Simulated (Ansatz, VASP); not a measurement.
# H in VASP and in Ansatz

```xyz
2
Lattice="1.9702 0.0000 0.0000 -0.9851 1.7062 0.0000 0.0000 0.0000 1.9421" Properties=species:S:1:pos:R:3 pbc="T T T"
H     0.0000    1.1375    0.4855
H     0.9851    0.5687    1.4566
```

Change from the starting cell: volume scaled by 1.06, PAW files.

Alike in both runs: task electric field gradients; functional PBE; k mesh 17 × 17 × 9; occupations fermi-dirac, width 0.05 eV; no spin polarisation.

```csv
,VASP,Ansatz
version,VASP 6.6.1,Ansatz 0.2.0
potentials or method,"VASP PAW PBE potentials, release 64 (H)","PAW with Ansatz's default frozen-core files, scalar-relativistic"
plane-wave cutoff (eV),520,420
valence electrons in the cell,2,2
```

|  | VASP | Ansatz | Ansatz less VASP |
| --- | --- | --- | --- |
| pressure (GPa) | -5.8 | -5.4 | +0.41 |
| traceless stress, the component that is largest in VASP (GPa) | -0.38 | -0.31 | +0.066 |
